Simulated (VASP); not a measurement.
# TeAs2 (I4_1/amd) in VASP: further runs, part 2 of 2

VASP 6.6.1.

## Step 4: Single point, PBE

The input, INCAR:

```
SYSTEM = TeAs2
PREC = Accurate
ENCUT = 520
EDIFF = 1E-6
ISMEAR = 0
SIGMA = 0.1
LREAL = .False.
LASPH = .True.
NELM = 60
ALGO = Normal
ISIF = 2
LWAVE = .False.
LCHARG = .False.
GGA = PE
NBANDS = 25
```

The input, KPOINTS:

```
Automatic mesh
0
Gamma
  2 2 2
  0.5 0.5 0.5
```

The input, POSCAR:

```
TeAs2
1.0
   -3.5564540000      3.5564540000      2.9405160000
    3.5564540000     -3.5564540000      2.9405160000
    3.5564540000      3.5564540000     -2.9405160000
Te As
2 4
Direct
    0.7500000000      0.2500000000      0.5000000000
    0.0000000000      0.0000000000      0.0000000000
    0.3750000000      0.6250000000      0.2500000000
    0.3750000000      0.1250000000      0.7500000000
    0.3750000000      0.6250000000      0.7500000000
    0.8750000000      0.6250000000      0.2500000000
```

Potentials or basis: VASP PAW PBE potentials, release 64 (Te, As).

Launch:

```sh
$ cat potpaw_PBE.64/Te/POTCAR potpaw_PBE.64/As/POTCAR > POTCAR
$ mpirun -np 1 vasp_std > vasp.out
```

OUTCAR:

```text
SYSTEM = TeAs2
   PREC = Accurate
   ENCUT = 520
   EDIFF = 1E-6
   ISMEAR = 0
   LREAL = .False.
   LASPH = .True.
   NELM = 60
   ISIF = 2
   GGA = PE

 ion  position               nearest neighbor table
   1  0.750  0.250  0.500-   4 2.83   6 2.83   5 2.83   3 2.83
   2  0.000  0.000  0.000-   4 2.83   6 2.83   3 2.83   5 2.83
   3  0.375  0.625  0.250-   1 2.83   2 2.83   6 2.91   5 2.91   5 2.91   6 2.91
   4  0.375  0.125  0.750-   1 2.83   2 2.83   5 2.91   6 2.91   5 2.91   6 2.91
   5  0.375  0.625  0.750-   2 2.83   1 2.83   4 2.91   3 2.91   4 2.91   3 2.91
   6  0.875  0.625  0.250-   1 2.83   2 2.83   3 2.91   4 2.91   3 2.91   4 2.91

  LATTYP: Found a body centered tetragonal cell.
 ALAT       =     7.1129080000
 C/A-ratio  =     0.8268112001

  Lattice vectors:

 A1 = (  -3.5564540000,   3.5564540000,   2.9405160000)
 A2 = (   3.5564540000,  -3.5564540000,   2.9405160000)
 A3 = (   3.5564540000,   3.5564540000,  -2.9405160000)

Analysis of symmetry for initial positions (statically):
=====================================================================
 Subroutine PRICEL returns:
 Original cell was already a primitive cell.

 Routine SETGRP: Setting up the symmetry group for a
 body centered tetragonal supercell.

 Subroutine GETGRP returns: Found 16 space group operations
 (whereof  8 operations were pure point group operations)
 out of a pool of 16 trial point group operations.

The static configuration has the point symmetry D_2d.
 The point group associated with its full space group is D_4h.

Analysis of symmetry for dynamics (positions and initial velocities):
=====================================================================
 Subroutine PRICEL returns:
 Original cell was already a primitive cell.

 Routine SETGRP: Setting up the symmetry group for a
 body centered tetragonal supercell.

 Subroutine GETGRP returns: Found 16 space group operations
[... 112 lines left out ...]
  Fermi-wavevector in a.u.,A,eV,Ry     =   0.980887  1.853607 13.090692  0.962139
  Thomas-Fermi vector in A             =   2.111851
   LORBIT       =      0    0 simple, 1 ext, 2 COOP (PROOUT), +10 PAW based schemes
   GGA     = PE    functional components
   LHFCALC =     F    Hartree Fock is set to
   AEXX    =    0.0000 exact exchange contribution
   IVDW    =     0    specifies the selected vdW correction
   LEPSILON=     F    determine dielectric tensor
   LRPA    =     F    only Hartree local field effects (RPA)
 non-spin polarized calculation
 Gauss-broadening in eV      SIGMA  =   0.10
  energy-cutoff  :      520.00
  volume of cell :      148.77
 maximum number of plane-waves:      4035
 NGX is ok and might be reduce to    48
   NGX = 21   NGY = 21   NGZ = 21

 number of electron      31.9999998 magnetization

 Free energy of the ion-electron system (eV)
  ---------------------------------------------------
  ext. energy  EPLUGINS =         0.00000000
  ---------------------------------------------------
  free energy    TOTEN  =       -24.65061327 eV

  energy without entropy =      -24.65060225  energy(sigma->0) =      -24.65060776

 E-fermi :   6.3556     XC(G=0):  -9.8384

 val. band max:        6.0633281795   @ k =  -0.2500  -0.2500   0.2500
 cond. band min:       6.6478415711   @ k =  -0.2500   0.2500   0.2500
 fundamental gap:      0.5845133916
 Fermi energy:         6.3555848909

 k-point     1 :       0.2500    0.2500    0.2500
  band No.  band energies     occupation
      1      -6.4222      2.00000
      2      -6.4222      2.00000
      3      -6.1370      2.00000
      4      -6.1370      2.00000
      5      -2.8598      2.00000
      6      -2.8598      2.00000
[... 73 lines left out ...]
     24       8.9762      0.00000
     25      10.7406      0.00000

------------------------ aborting loop because EDIFF is reached ----------------------------------------

  FORCE on cell =-STRESS in cart. coord.  units (eV):
  Direction    XX          YY          ZZ          XY          YZ          ZX
  --------------------------------------------------------------------------------------
  -------------------------------------------------------------------------------------
  Total       -0.3623581     -0.3623581     -1.0332529      0.0000000      0.0000000      0.0000000
  in kB       -3.9023900     -3.9023900    -11.1275434      0.0000000      0.0000000      0.0000000
  external PRESSURE =      -6.3107744 kB  Pullay stress =       0.0000000 kB

 VOLUME and BASIS-vectors are now :
 -----------------------------------------------------------------------------
  energy-cutoff  :      520.00
  volume of cell :      148.77
      direct lattice vectors                 reciprocal lattice vectors
    -3.556454000  3.556454000  2.940516000     0.000000000  0.140589475  0.170038184
     3.556454000 -3.556454000  2.940516000     0.140589475  0.000000000  0.170038184
     3.556454000  3.556454000 -2.940516000     0.140589475  0.140589475  0.000000000

 POSITION                                       TOTAL-FORCE (eV/Angst)
 -----------------------------------------------------------------------------------
      0.00000      3.55645      1.47026         0.000000     -0.000000      0.000000
      0.00000      0.00000      0.00000        -0.000000      0.000000      0.000000
      1.77823     -0.00000      2.20539         0.000000      0.000000     -0.000000
      1.77823      3.55645     -0.73513         0.000000      0.000000     -0.000000
      3.55645      1.77823      0.73513         0.000000      0.000000     -0.000000
     -0.00000      1.77823      3.67564         0.000000      0.000000     -0.000000
 -----------------------------------------------------------------------------------
    total drift:                                0.000000     -0.000000      0.000000

  FREE ENERGIE OF THE ION-ELECTRON SYSTEM (eV)
  ---------------------------------------------------
  free  energy   TOTEN  =       -24.6506132669 eV

  energy  without entropy=      -24.6506022529  energy(sigma->0) =      -24.65060776
```

stdout:

```text
POSCAR found type information on POSCAR TeAs
 POSCAR found :  2 types and       6 ions
 scaLAPACK will be used
 LDA part: xc-table for (Slater+PW92), standard interpolation
 POSCAR, INCAR and KPOINTS ok, starting setup
 FFT: planning ... GRIDC
 FFT: planning ... GRID_SOFT
 FFT: planning ... GRID
 WAVECAR not read
 entering main loop
```

Wall time 13 s (1 thread of Intel Xeon 6975P-C (Granite Rapids), shared host); peak memory 0.3 GiB.

What came out:

```
Free energy            : -24.6506 eV
Pressure               : -0.6 GPa
Band gap on the k mesh : 0.58 eV (least direct gap 0.82 eV)
```

Caveat: the k points lie up to 0.69 Å⁻¹ apart; spin-orbit coupling is left out, which moves the levels of the heavy elements; a shifted mesh leaves out Γ, where band edges can lie. A k mesh can miss the band edges.

## Step 5: Overview

| k mesh | gap on the mesh (eV) | pressure (GPa) |
| --- | --- | --- |
| 1 × 1 × 1 | - | -15.3 |
| 2 × 2 × 2 | none | -0.8 |
| 2 × 2 × 2, shifted | 0.58 | -0.6 |

Alike in all rows: task single point; level PBE; potentials or basis VASP PAW PBE potentials, release 64 (Te, As); no spin polarisation; cell as given; cutoff (eV) 520; smearing gaussian 0.1 eV.

Caveats: all runs use coarse meshes; spin-orbit coupling is left out, which moves the levels of the heavy elements; a shifted mesh leaves out Γ, where band edges can lie (at least some runs).

Absolute energies hang on the potentials; compare differences alone.

The gap in the log of VASP goes by the Fermi energy; the results here count the filled bands.